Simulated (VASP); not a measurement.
Set up this calculation in VASP 6.6.1, as the native input.

```
Task                   : single point
Functional             : PBE
Potentials or basis    : VASP PAW PBE potentials, release 64 (In_d, P)
Cutoff                 : 520 eV
k mesh                 : 6 × 6 × 6
Occupations            : fermi-dirac, width 0.02 eV
Spin                   : non-collinear spin, zero start, spin-orbit coupling
Starting moments       : [[0, 0, 0], [0, 0, 0]] μB
Dipole correction      : no
Further INCAR settings : ALGO = Normal; EDIFF = 1e-06; NBANDS = 30
```

The structure of InP (zinc blende type) lies in POSCAR:

```
InP
1.0
    0.0000000000      2.9800000000      2.9800000000
    2.9800000000      0.0000000000      2.9800000000
    2.9800000000      2.9800000000      0.0000000000
In P
1 1
Direct
    0.0000000000      0.0000000000      0.0000000000
    0.2500000000      0.2500000000      0.2500000000
```

One way to write it, as run:

INCAR

```
ALGO = Normal
EDIFF = 1E-6
ENCUT = 520
GGA = PE
GGA_COMPAT = F
ISIF = 2
ISMEAR = -1
LASPH = T
LCHARG = F
LORBIT = 11
LORBMOM = T
LREAL = F
LSORBIT = T
LWAVE = F
MAGMOM = 0 0 0 0 0 0
NBANDS = 30
NELM = 150
PREC = Accurate
SIGMA = 0.02
```

KPOINTS

```
k-points
0
Gamma
  6 6 6
```

Potentials or basis: VASP PAW PBE potentials, release 64 (In_d, P).

Command:

```sh
$ cat potpaw_PBE.64/In_d/POTCAR potpaw_PBE.64/P/POTCAR > POTCAR
$ mpirun -np 1 vasp_ncl > vasp.out
```

It gave:

| Quantity | Value |
| --- | --- |
| Pressure | -0.1 GPa |
| Net moment | 0.00 μB per cell |
| Valence electrons inside the program's atomic spheres | In 11.44; P 2.50 |

Wall time 34 s on 1 thread of Intel(R) Xeon(R) 6975P-C (Granite Rapids), on a shared host, peak memory 0.32 GiB.
